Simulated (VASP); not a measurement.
# MnS (P6_3mc) in VASP: single point with PBE

Aim: the single point of MnS with PBE.

Everything below comes from runs of VASP 6.6.1. Logs are shortened: lines on timing, memory, paths and dates and some standing lists are left out, and cuts for length are marked.

### Step 1. The cell of the first run

The structure is hexagonal, space group P6_3mc (No. 186). The conventional cell has a = 3.976 Å, b = 3.976 Å, c = 6.432 Å, α = 90.00°, β = 90.00°, γ = 120.00°. Mn (site symmetry 3m) has 4 S at 2.41 to 2.48 Å within 3.2 Å. Within 3.2 Å of S (site symmetry 3m) lie 4 Mn at 2.41 to 2.48 Å.

### Step 2. Single point, PBE, collinear spin, antiferromagnetic start

INCAR reads:

```
SYSTEM = MnS
ALGO = Normal
EDIFF = 1E-6
ENCUT = 520
GGA = PE
ISIF = 2
ISMEAR = -1
ISPIN = 2
LASPH = .True.
LCHARG = .False.
LMAXMIX = 4
LORBIT = 11
LREAL = .False.
LWAVE = .False.
MAGMOM = 4.5 -4.5 0 0
NBANDS = 31
NELM = 150
PREC = Accurate
SIGMA = 0.05
```

KPOINTS reads:

```
k-points
0
Gamma
  8 8 5
  0 0 0
```

POSCAR reads:

```
MnS
1.0
    3.9760000000      0.0000000000      0.0000000000
   -1.9880000000      3.4433170100      0.0000000000
    0.0000000000      0.0000000000      6.4320000000
Mn S
2 2
Direct
    0.3333333300      0.6666666700      0.0000000000
    0.6666666700      0.3333333300      0.5000000000
    0.3333333300      0.6666666700      0.3850000000
    0.6666666700      0.3333333300      0.8850000000
```

Potentials or basis: VASP PAW PBE potentials, release 64 (Mn_pv, S).

Started as:

```sh
> cat potpaw_PBE.64/Mn_pv/POTCAR potpaw_PBE.64/S/POTCAR > POTCAR
> mpirun -np 1 vasp_std > vasp.out
```

OUTCAR:

```text
SYSTEM = MnS
   EDIFF = 1E-6
   ENCUT = 520
   GGA = PE
   ISIF = 2
   ISMEAR = -1
   ISPIN = 2
   LASPH = .True.
   LORBIT = 11
   LREAL = .False.
   NELM = 150
   PREC = Accurate

 ion  position               nearest neighbor table
   1  0.333  0.667  0.000-   4 2.41   4 2.41   4 2.41   3 2.48
   2  0.667  0.333  0.500-   3 2.41   3 2.41   3 2.41   4 2.48
   3  0.333  0.667  0.385-   2 2.41   2 2.41   2 2.41   1 2.48
   4  0.667  0.333  0.885-   1 2.41   1 2.41   1 2.41   2 2.48

  LATTYP: Found a hexagonal cell.
 ALAT       =     3.9760000000
 C/A-ratio  =     1.6177062374

  Lattice vectors:

 A1 = (   3.9760000000,   0.0000000000,   0.0000000000)
 A2 = (  -1.9880000000,   3.4433170100,   0.0000000000)
 A3 = (   0.0000000000,   0.0000000000,   6.4320000000)

Analysis of symmetry for initial positions (statically):
=====================================================================
 Subroutine PRICEL returns:
 Original cell was already a primitive cell.

 Routine SETGRP: Setting up the symmetry group for a
 hexagonal supercell.

 Subroutine GETGRP returns: Found 12 space group operations
 (whereof  6 operations were pure point group operations)
 out of a pool of 24 trial point group operations.

The static configuration has the point symmetry C_3v.
 The point group associated with its full space group is C_6v.

Analysis of symmetry for dynamics (positions and initial velocities):
=====================================================================
 Subroutine PRICEL returns:
 Original cell was already a primitive cell.

 Routine SETGRP: Setting up the symmetry group for a
 hexagonal supercell.

 Subroutine GETGRP returns: Found 12 space group operations
 (whereof  6 operations were pure point group operations)
 out of a pool of 24 trial point group operations.

The dynamic configuration has the point symmetry C_3v.
 The point group associated with its full space group is C_6v.

Analysis of structural, dynamic, and magnetic symmetry:
=====================================================================
 Subroutine PRICEL returns:
 Original cell was already a primitive cell.

 Routine SETGRP: Setting up the symmetry group for a
 hexagonal supercell.

 Subroutine GETGRP returns: Found 12 space group operations
 (whereof  6 operations were pure point group operations)
 out of a pool of 24 trial point group operations.

The overall configuration has the point symmetry C_3v.
[... 130 lines left out ...]
   LHFCALC =     F    Hartree Fock is set to
   AEXX    =    0.0000 exact exchange contribution
   IVDW    =     0    specifies the selected vdW correction
   LEPSILON=     F    determine dielectric tensor
   LRPA    =     F    only Hartree local field effects (RPA)
 spin polarized calculation
  energy-cutoff  :      520.00
  volume of cell :       88.06
 maximum number of plane-waves:      2406
 NGX is ok and might be reduce to    30
   NGX = 15   NGY = 15   NGZ = 23

 number of electron      37.9999996 magnetization       0.0000000

 number of electron      37.9999996 magnetization      -0.0000000

 Free energy of the ion-electron system (eV)
  ---------------------------------------------------
  ext. energy  EPLUGINS =         0.00000000
  ---------------------------------------------------
  free energy    TOTEN  =       -28.53483774 eV

  energy without entropy =      -28.53476097  energy(sigma->0) =      -28.53479935

 E-fermi :   4.4623     XC(G=0):  -9.2948

 val. band max:        4.1338812094   @ k =   0.0000   0.0000   0.0000
 cond. band min:       4.8338251776   @ k =   0.3750   0.2500   0.4000
 fundamental gap:      0.6999439681
 Fermi energy:         4.4622862309

 spin component 1

 k-point     1 :       0.0000    0.0000    0.0000
  band No.  band energies     occupation
      1     -46.1595      1.00000
      2     -46.1595      1.00000
      3     -46.1343      1.00000
      4     -41.6745      1.00000
      5     -41.6643      1.00000
      6     -41.6643      1.00000
[... 805 lines left out ...]
     30      12.1908      0.00000
     31      12.3703      0.00000

 [... further k-points ...]

 spin component 2

 k-point     1 :       0.0000    0.0000    0.0000
  band No.  band energies     occupation
      1     -46.1595      1.00000
      2     -46.1595      1.00000
      3     -46.1343      1.00000
      4     -41.6745      1.00000
      5     -41.6643      1.00000
      6     -41.6643      1.00000
[... 805 lines left out ...]
     30      12.1835      0.00000
     31      12.2806      0.00000

 [... further k-points ...]

------------------------ aborting loop because EDIFF is reached ----------------------------------------

  FORCE on cell =-STRESS in cart. coord.  units (eV):
  Direction    XX          YY          ZZ          XY          YZ          ZX
  --------------------------------------------------------------------------------------
  -------------------------------------------------------------------------------------
  Total        0.1936033      0.1936033     -2.5650793      0.0000000      0.0000000      0.0000000
  in kB        3.5225241      3.5225241    -46.6704465      0.0000000      0.0000000      0.0000000
  external PRESSURE =     -13.2084661 kB  Pullay stress =       0.0000000 kB

 VOLUME and BASIS-vectors are now :
 -----------------------------------------------------------------------------
  energy-cutoff  :      520.00
  volume of cell :       88.06
      direct lattice vectors                 reciprocal lattice vectors
     3.976000000  0.000000000  0.000000000     0.251509054  0.145208820  0.000000000
    -1.988000000  3.443317010  0.000000000     0.000000000  0.290417640  0.000000000
     0.000000000  0.000000000  6.432000000     0.000000000  0.000000000  0.155472637

 POSITION                                       TOTAL-FORCE (eV/Angst)
 -----------------------------------------------------------------------------------
     -0.00000      2.29554      0.00000         0.000000      0.000000      0.534295
      1.98800      1.14777      3.21600        -0.000000      0.000000      0.534295
     -0.00000      2.29554      2.47632        -0.000000     -0.000000     -0.534295
      1.98800      1.14777      5.69232         0.000000      0.000000     -0.534295
 -----------------------------------------------------------------------------------
    total drift:                               -0.000020      0.000011      0.000256

  FREE ENERGIE OF THE ION-ELECTRON SYSTEM (eV)
  ---------------------------------------------------
  free  energy   TOTEN  =       -28.5348377356 eV

  energy  without entropy=      -28.5347609704  energy(sigma->0) =      -28.53479935

 total charge

# of ion       s       p       d       tot
------------------------------------------
    1        0.256   6.201   4.927  11.384
    2        0.256   6.201   4.927  11.384
    3        1.314   2.439   0.000   3.753
    4        1.314   2.439   0.000   3.753
--------------------------------------------------
tot          3.140  17.280   9.853  30.274

 magnetization (x)

# of ion       s       p       d       tot
------------------------------------------
    1        0.036   0.050   4.125   4.211
    2       -0.036  -0.050  -4.125  -4.211
    3       -0.004  -0.030   0.000  -0.034
    4        0.004   0.030   0.000   0.034
--------------------------------------------------
tot          0.000   0.000  -0.000  -0.000
```

OSZICAR:

```text
N       E                     dE             d eps       ncg     rms          rms(c)
DAV:   1     0.372633993836E+03    0.37263E+03   -0.20700E+04  3880   0.127E+03
DAV:   2    -0.342672640009E+01   -0.37606E+03   -0.35817E+03  3825   0.366E+02
DAV:   3    -0.303609416359E+02   -0.26934E+02   -0.26533E+02  4449   0.105E+02
DAV:   4    -0.309708518366E+02   -0.60991E+00   -0.60911E+00  4184   0.161E+01
DAV:   5    -0.309820122352E+02   -0.11160E-01   -0.11159E-01  4550   0.242E+00    0.145E+01
DAV:   6    -0.285156048286E+02    0.24664E+01   -0.13251E+01  3972   0.359E+01    0.138E+01
DAV:   7    -0.285365886523E+02   -0.20984E-01   -0.24941E+00  3923   0.150E+01    0.856E+00
DAV:   8    -0.285392483716E+02   -0.26597E-02   -0.13199E-01  4508   0.246E+00    0.462E+00
DAV:   9    -0.285316758316E+02    0.75725E-02   -0.33393E-02  4252   0.162E+00    0.523E-01
DAV:  10    -0.285342570375E+02   -0.25812E-02   -0.78563E-03  3937   0.617E-01    0.191E-01
DAV:  11    -0.285345456621E+02   -0.28862E-03   -0.60055E-04  4247   0.143E-01    0.153E-01
DAV:  12    -0.285347332411E+02   -0.18758E-03   -0.27323E-04  3829   0.961E-02    0.132E-01
DAV:  13    -0.285348100451E+02   -0.76804E-04   -0.43512E-05  4105   0.377E-02    0.684E-02
DAV:  14    -0.285348344852E+02   -0.24440E-04   -0.34486E-05  3874   0.270E-02    0.128E-02
DAV:  15    -0.285348370112E+02   -0.25260E-05   -0.23810E-06  3884   0.985E-03    0.382E-03
DAV:  16    -0.285348377356E+02   -0.72442E-06   -0.73322E-07  2821   0.455E-03
   1 F= -.28534838E+02 E0= -.28534799E+02  d E =-.767652E-04  mag=    -0.0000
```

Wall time 4.3 min (1 thread of Oxide Virtual Turin-like, shared host); peak memory 0.27 GiB.

Results:

| Item | Value |
| --- | --- |
| Free energy | -28.5348 eV |
| Pressure | -1.3 GPa |
| Largest force | 0.534 eV/Å |
| Band gap on the k mesh | 0.70 eV (least direct gap 1.35 eV) |
| Net moment | 0.00 μB per cell |
| Site moments | Mn +4.21, -4.21; S -0.03, +0.03 μB |
| Valence electrons inside the program's atomic spheres | Mn 11.38; S 3.75 |

Forces in eV/Å, atoms in the order of the input:
```
Mn   0.000  0.000  0.534
Mn   0.000  0.000  0.534
S    0.000  0.000 -0.534
S    0.000  0.000 -0.534
```

Levels at points of the mesh, in eV from the valence-band top:
Spin up:
```tsv
k point	band 15	band 16	band 17	band 18	band 19	band 20	band 21	band 22	band 23	band 24
(0.00, 0.00, 0.00)	-2.52	-2.52	-0.92	0.00	0.00	1.35	1.35	1.80	2.38	3.05
(0.50, 0.00, 0.00)	-2.47	-2.42	-2.34	-1.70	-1.10	1.03	1.29	1.43	1.84	2.05
```
Spin down:
| k point | band 15 | band 16 | band 17 | band 18 | band 19 | band 20 | band 21 | band 22 | band 23 | band 24 |
| --- | --- | --- | --- | --- | --- | --- | --- | --- | --- | --- |
| (0.00, 0.00, 0.00) | -2.52 | -2.52 | -0.92 | 0.00 | 0.00 | 1.35 | 1.35 | 1.80 | 2.38 | 3.05 |
| (0.50, 0.00, 0.00) | -2.47 | -2.42 | -2.34 | -1.70 | -1.10 | 1.03 | 1.29 | 1.43 | 1.84 | 2.05 |

Caveat: the stress differs along the axes, from -5 to 0 GPa; the antiferromagnetic order is the one typed at the start, and another may lie lower. A k mesh can miss the band edges.
